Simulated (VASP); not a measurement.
# Ga4S (Pm-3m) in VASP: notebook, part 2 of 2

VASP 6.6.1. Earlier steps stand in the parts before.

### Step 3. Single point, RPBE+D3(BJ)

This run uses another cell than the first one, of 23.40 Å³/atom, 1.019 times its volume.

Input file INCAR:

```
PREC = Accurate
ENCUT = 520
EDIFF = 1E-7
ISMEAR = 0
SIGMA = 0.1
LREAL = F
LASPH = T
NELM = 60
ALGO = Normal
ISIF = 2
LWAVE = F
LCHARG = F
GGA = RP
IVDW = 12
NBANDS = 37
```

Input file KPOINTS:

```
Automatic mesh
0
Gamma
  8 8 8
```

Input file POSCAR:

```
Ga4S
1.0
    4.8909135759      0.0000000000      0.0000000000
    0.0000000000      4.8909135759      0.0000000000
    0.0000000000      0.0000000000      4.8909135759
Ga S
4 1
Direct
    0.0000000000      0.0000000000      0.0000000000
    0.5000000000      0.5000000000      0.0000000000
    0.5000000000      0.0000000000      0.5000000000
    0.0000000000      0.5000000000      0.5000000000
    0.5000000000      0.5000000000      0.5000000000
```

Potentials or basis: VASP PAW PBE potentials, release 64 (Ga_d, S).

The run is started by

```
> cat potpaw_PBE.64/Ga_d/POTCAR potpaw_PBE.64/S/POTCAR > POTCAR
> mpirun -np 1 vasp_std > vasp.out
```

OUTCAR:

```text
PREC = Accurate
   ENCUT = 520
   EDIFF = 1E-7
   ISMEAR = 0
   LREAL = F
   LASPH = T
   NELM = 60
   ISIF = 2
   GGA = RP
   IVDW = 12
 IVDW          = 12

 ion  position               nearest neighbor table
   1  0.000  0.000  0.000-
   2  0.500  0.500  0.000-   5 2.45   5 2.45
   3  0.500  0.000  0.500-   5 2.45   5 2.45
   4  0.000  0.500  0.500-   5 2.45   5 2.45
   5  0.500  0.500  0.500-   2 2.45   3 2.45   4 2.45   2 2.45   3 2.45   4 2.45

  LATTYP: Found a simple cubic cell.
 ALAT       =     4.8909135759

  Lattice vectors:

 A1 = (   4.8909135759,   0.0000000000,   0.0000000000)
 A2 = (   0.0000000000,   4.8909135759,   0.0000000000)
 A3 = (   0.0000000000,   0.0000000000,   4.8909135759)

Analysis of symmetry for initial positions (statically):
=====================================================================
 Subroutine PRICEL returns:
 Original cell was already a primitive cell.

 Routine SETGRP: Setting up the symmetry group for a
 simple cubic supercell.

[... 170 lines left out ...]
  energy without entropy =      -12.16267001  energy(sigma->0) =      -12.17142875

 E-fermi :   4.1101     XC(G=0):  -9.5821

 val. band max:        4.1012061672   @ k =   0.3750   0.1250   0.0000
 cond. band min:       4.1364592809   @ k =   0.3750   0.2500   0.1250
 fundamental gap:      0.0352531136
 Fermi energy:         4.1100508171

 k-point     1 :       0.0000    0.0000    0.0000
  band No.  band energies     occupation
      1     -11.9300      2.00000
      2     -10.9434      2.00000
      3     -10.9434      2.00000
      4     -10.9434      2.00000
      5     -10.9115      2.00000
      6     -10.9115      2.00000
[... 949 lines left out ...]
     36       8.8417      0.00000
     37       9.2494      0.00000

 [... further k-points ...]

------------------------ aborting loop because EDIFF is reached ----------------------------------------

 Edisp (eV)   -6.83471

 E8    (eV) :    -4.4331

  FORCE on cell =-STRESS in cart. coord.  units (eV):
  Direction    XX          YY          ZZ          XY          YZ          ZX
  --------------------------------------------------------------------------------------
  -------------------------------------------------------------------------------------
  Total      -2.56191    -2.56191    -2.56191     0.00000     0.00000    -0.00000
  in kB     -35.08359   -35.08359   -35.08359     0.00000     0.00000    -0.00000
  external pressure =      -35.08 kB  Pullay stress =        0.00 kB

 VOLUME and BASIS-vectors are now :
 -----------------------------------------------------------------------------
  energy-cutoff  :      520.00
  volume of cell :      117.00
      direct lattice vectors                 reciprocal lattice vectors
     4.890913576  0.000000000  0.000000000     0.204460779  0.000000000  0.000000000
     0.000000000  4.890913576  0.000000000     0.000000000  0.204460779  0.000000000
     0.000000000  0.000000000  4.890913576     0.000000000  0.000000000  0.204460779

 POSITION                                       TOTAL-FORCE (eV/Angst)
 -----------------------------------------------------------------------------------
      0.00000      0.00000      0.00000         0.000000      0.000000      0.000000
      2.44546      2.44546      0.00000         0.000000      0.000000      0.000000
      2.44546      0.00000      2.44546         0.000000      0.000000      0.000000
      0.00000      2.44546      2.44546         0.000000      0.000000      0.000000
      2.44546      2.44546      2.44546         0.000000      0.000000      0.000000
 -----------------------------------------------------------------------------------
    total drift:                                0.000000      0.000000      0.000000

  FREE ENERGIE OF THE ION-ELECTRON SYSTEM (eV)
  ---------------------------------------------------
  free  energy   TOTEN  =       -19.0148992564 eV

  energy  without entropy=      -18.9973817757  energy(sigma->0) =      -19.00614052
```

OSZICAR:

```text
N       E                     dE             d eps       ncg     rms          rms(c)
DAV:   1     0.456452612462E+03    0.45645E+03   -0.28466E+04  2716   0.259E+03
DAV:   2     0.525428957473E+02   -0.40391E+03   -0.39372E+03  2694   0.564E+02
DAV:   3    -0.885014023306E+01   -0.61393E+02   -0.59652E+02  3058   0.161E+02
DAV:   4    -0.124730988048E+02   -0.36230E+01   -0.35747E+01  3261   0.375E+01
DAV:   5    -0.125865551090E+02   -0.11346E+00   -0.11327E+00  3367   0.609E+00    0.139E+01
DAV:   6    -0.121679303900E+02    0.41862E+00   -0.14213E+00  3780   0.897E+00    0.865E+00
DAV:   7    -0.121828094312E+02   -0.14879E-01   -0.33863E-01  3228   0.559E+00    0.145E+00
DAV:   8    -0.121800138869E+02    0.27955E-02   -0.61507E-02  3106   0.227E+00    0.960E-01
DAV:   9    -0.121801011078E+02   -0.87221E-04   -0.10638E-02  3122   0.654E-01    0.521E-01
DAV:  10    -0.121801429641E+02   -0.41856E-04   -0.11987E-03  3076   0.290E-01    0.178E-01
DAV:  11    -0.121801883021E+02   -0.45338E-04   -0.15328E-04  3695   0.114E-01    0.161E-02
DAV:  12    -0.121801870290E+02    0.12730E-05   -0.32452E-05  3207   0.615E-02    0.802E-03
DAV:  13    -0.121801876599E+02   -0.63086E-06   -0.86641E-06  3237   0.160E-02    0.861E-03
DAV:  14    -0.121801875061E+02    0.15378E-06   -0.67384E-07  2884   0.126E-02    0.261E-03
DAV:  15    -0.121801874920E+02    0.14063E-07   -0.58112E-08  1736   0.331E-03
   1 F= -.19014899E+02 E0= -.19006141E+02  d E =-.175175E-01
```

Run time: 45 s. Hardware: 1 thread of Intel Xeon 6975P-C (Granite Rapids), shared host; peak memory 0.28 GiB.

Results:

```yaml
Free_energy: -19.0149 eV
Pressure: -3.5 GPa
Band_gap_on_the_k_mesh: zero (band 29 reaches 4.99 eV, above the bottom of band 30 at 3.11 eV)
Dispersion_energy_per_atom: -1.367 eV
```

Levels at points of the mesh, in eV from the Fermi level:
```csv
k point,band 25,band 26,band 27,band 28,band 29,band 30,band 31,band 32,band 33,band 34
"(0.00, 0.00, 0.00)",-5.80,-4.05,-4.05,-1.71,0.40,0.40,0.40,3.31,3.31,3.31
"(0.50, 0.00, 0.00)",-4.95,-4.47,-3.82,-0.21,-0.21,0.98,1.30,2.65,2.65,2.72
"(0.50, 0.50, 0.00)",-5.34,-4.06,-0.66,-0.66,0.32,1.04,1.04,1.63,1.63,1.71
"(0.50, 0.50, 0.50)",-4.81,-2.71,-2.71,-2.71,0.88,0.88,0.88,3.41,3.41,3.72
```

Caveat: three body term missing; the PAW data sets were made with another functional, which shifts forces and pressure a little; pairwise dispersion overbinds metals, which lowers pressure and volume.

### Step 4. Relaxation of cell and atoms, PBE

This run uses another cell than the first one, of 19.98 Å³/atom, 0.870 times its volume.

Input file INCAR:

```
PREC     = Accurate       # precision mode
ENCUT    = 600            # plane-wave cutoff, eV
EDIFF    = 1E-7           # SCF threshold, eV
ISMEAR   = 0              # smearing method
SIGMA    = 0.1            # smearing width, eV
LREAL    = F              # projectors in reciprocal space
LASPH    = T              # aspherical terms in the spheres
NELM     = 60             # most SCF steps
ALGO     = Normal         # electronic algorithm
ISIF     = 3              # what is computed and relaxed
LWAVE    = F              # write WAVECAR
LCHARG   = F              # write CHGCAR
GGA      = PE             # functional
IBRION   = 2              # ionic algorithm
NSW      = 90             # ionic steps
EDIFFG   = -0.04          # ionic threshold
```

Input file KPOINTS:

```
Automatic mesh
0
Gamma
  4 4 4
```

Edit POSCAR of step 3 so:

```diff
@@ -2,5 +2,5 @@
 1.0
-    4.8909135759      0.0000000000      0.0000000000
-    0.0000000000      4.8909135759      0.0000000000
-    0.0000000000      0.0000000000      4.8909135759
+    4.6404180500      0.0000000000      0.0000000000
+    0.0000000000      4.6404180500      0.0000000000
+    0.0000000000      0.0000000000      4.6404180500
 Ga S
```

The run is started by

```
> cat potpaw_PBE.64/Ga_d/POTCAR potpaw_PBE.64/S/POTCAR > POTCAR
> mpirun -np 1 vasp_std > vasp.out
```

Wall time 50 s (1 thread of Intel Xeon 6975P-C (Granite Rapids), shared host); peak memory 0.25 GiB.

The run converged. Its results:

```
Free energy                            : -14.0807 eV
Relaxed volume                         : 23.50 Å³/atom
Relaxed cell                           : a = 4.898 Å, b = 4.898 Å, c = 4.898 Å, α = 90.00°, β = 90.00°, γ = 90.00°
Space group after relaxing (to 0.05 Å) : Pm-3m (No. 221)
Energy gained by relaxing              : 76.4 meV/atom
Ionic steps                            : 3
Pressure after relaxing                : 0.0 GPa
Band gap on the k mesh                 : zero (band 29 reaches 4.66 eV, above the bottom of band 30 at 2.95 eV)
```

Step by step:
```
step  energy change (eV)  largest force (eV/Å)  pressure (GPa)  volume (Å³)
   1              0.0000                0.0000            8.30        99.92
   2             -0.3794                0.0000            0.50       115.65
   3             -0.3821                0.0000           -0.02       117.50
```

Final structure:
```cif
data_structure
_symmetry_space_group_name_H-M 'P 1'
_symmetry_Int_Tables_number 1
_cell_length_a 4.8979
_cell_length_b 4.8979
_cell_length_c 4.8979
_cell_angle_alpha 90.000
_cell_angle_beta 90.000
_cell_angle_gamma 90.000
_cell_volume 117.50
loop_
_atom_site_label
_atom_site_type_symbol
_atom_site_fract_x
_atom_site_fract_y
_atom_site_fract_z
_atom_site_occupancy
Ga1 Ga 0.00000 0.00000 0.00000 1
Ga2 Ga 0.50000 0.50000 0.00000 1
Ga3 Ga 0.50000 0.00000 0.50000 1
Ga4 Ga 0.00000 0.50000 0.50000 1
S1 S 0.50000 0.50000 0.50000 1
```

Levels at points of the mesh, in eV from the Fermi level:
```
           k point  band 25  band 26  band 27  band 28  band 29  band 30  band 31  band 32
(0.00, 0.00, 0.00)    -6.11    -4.33    -4.33    -1.98     0.22     0.22     0.22     3.07
(0.50, 0.00, 0.00)    -5.21    -4.66    -4.11    -0.37    -0.37     0.63     1.13     2.42
(0.50, 0.50, 0.00)    -5.68    -4.36    -0.88    -0.88     0.12     0.82     0.82     1.32
(0.50, 0.50, 0.50)    -4.93    -2.86    -2.86    -2.86     0.52     0.52     0.52     3.10
```

Caveat: the volume moved by over 15 % at a fixed basis, so the end points are rough.

### Step 5. Summary

```tsv
task	level	cell	k mesh	cutoff (eV)	gap on the mesh (eV)	pressure (GPa)
single point	RPBE+D3(BJ)	a = 4.860 Å, 5 atoms	8 × 8 × 8	520	none	0.0
single point	RPBE+D3(BJ)	a = 4.891 Å, 5 atoms	8 × 8 × 8	520	none	-3.5
relaxation of cell and atoms	PBE	relaxed from a = 4.640 Å, 5 atoms	4 × 4 × 4	600	none	0.0
```

Alike in all rows: potentials or basis VASP PAW PBE potentials, release 64 (Ga_d, S); no spin polarisation; smearing gaussian 0.1 eV.

Caveats: three body term missing (some runs); the PAW data sets were made with another functional, which shifts forces and pressure a little (some runs); pairwise dispersion overbinds metals, which lowers pressure and volume (some runs); the volume moved by over 15 % at a fixed basis, so the end points are rough (some runs).

Absolute energies hang on the potentials; compare differences alone.
